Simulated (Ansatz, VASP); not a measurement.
## ZnS: VASP beside Ansatz

File POSCAR:

```
ZnS
1.0
    3.6226282809      0.0000000000      0.0000000000
   -1.8113141404      3.1372881197      0.0000000000
    0.0000000000      0.0000000000      5.9869321817
Zn S
2 2
Direct
    0.3333333333      0.6666666667      0.0065995202
    0.6666666667      0.3333333333      0.5065995202
    0.3333333333      0.6666666667      0.3784004798
    0.6666666667      0.3333333333      0.8784004798
```

Contents of INCAR.step1:

```
PREC = Accurate
ENCUT = 520
ISMEAR = 0
SIGMA = 0.01
LREAL = F
LASPH = T
NELM = 60
NBANDS = 26
GGA = PE
ALGO = Normal
EDIFF = 1E-4
LWAVE = T
LCHARG = F
```

INCAR.step2

```
PREC = Accurate
ENCUT = 520
EDIFF = 1E-6
ISMEAR = 0
SIGMA = 0.01
LREAL = F
LASPH = T
NELM = 60
ALGO = Normal
ISIF = 2
LWAVE = F
LCHARG = F
METAGGA = R2SCAN
LMIXTAU = T
NBANDS = 26
ISTART = 1
```

KPOINTS

```
regular mesh
0
Gamma
  6 6 4
```

Input for Ansatz:

```yaml
crystal:
  lattice:
    - [3.62262828087, 0.0, 0.0]
    - [-1.81131414044, 3.1372881197, 0.0]
    - [0.0, 0.0, 5.98693218171]
  atoms:
    - { symbol: Zn, position: [0.333333333333, 0.666666666667, 0.006599520235] }
    - { symbol: Zn, position: [0.666666666667, 0.333333333333, 0.506599520235] }
    - { symbol: S, position: [0.333333333333, 0.666666666667, 0.378400479765] }
    - { symbol: S, position: [0.666666666667, 0.333333333333, 0.878400479765] }
kpoints:
  mp_grid: { grid: [6, 6, 4] }
scf:
  occupations: { method: fixed }
  convergence: { dr2_threshold: 1.0e-10 }
hamiltonian:
  xc: r2scan
  pseudopotentials: { kind: paw }
output:
  forces: true
  stress: true
  eigenstates:
    kpoints:
      - [0.0, 0.0, 0.0]
      - [0.0, 0.0, -0.5]
      - [-0.5, 0.0, 0.0]
      - [-0.5, 0.5, 0.0]
      - [0.0, -0.5, 0.0]
      - [-0.5, 0.0, -0.5]
      - [-0.5, 0.5, -0.5]
      - [0.0, -0.5, -0.5]
  eigenvalues: true
```

Alike in both runs: task single point; functional r2SCAN; k mesh 6 × 6 × 4; no spin polarisation.

|  | VASP | Ansatz |
| --- | --- | --- |
| version | VASP 6.6.1 | Ansatz 0.2.0 |
| potentials or method | VASP PAW PBE potentials, release 64 (Zn, S) | PAW with Ansatz's default frozen-core files, scalar-relativistic |
| plane-wave cutoff (eV) | 520 | 500 |
| occupations | gaussian, width 0.01 eV | fixed |
| valence electrons in the cell | 36 | 36 |

VASP gave:

| Property | Result |
| --- | --- |
| gap on the k mesh at the Fermi level (eV) | 3.46 |
| pressure (GPa) | 15.1 |

Which values does Ansatz return?

gap on the k mesh at the Fermi level (eV): 3.44; pressure (GPa): 15.0.

VASP's potentials were made for PBE, not for r2SCAN.
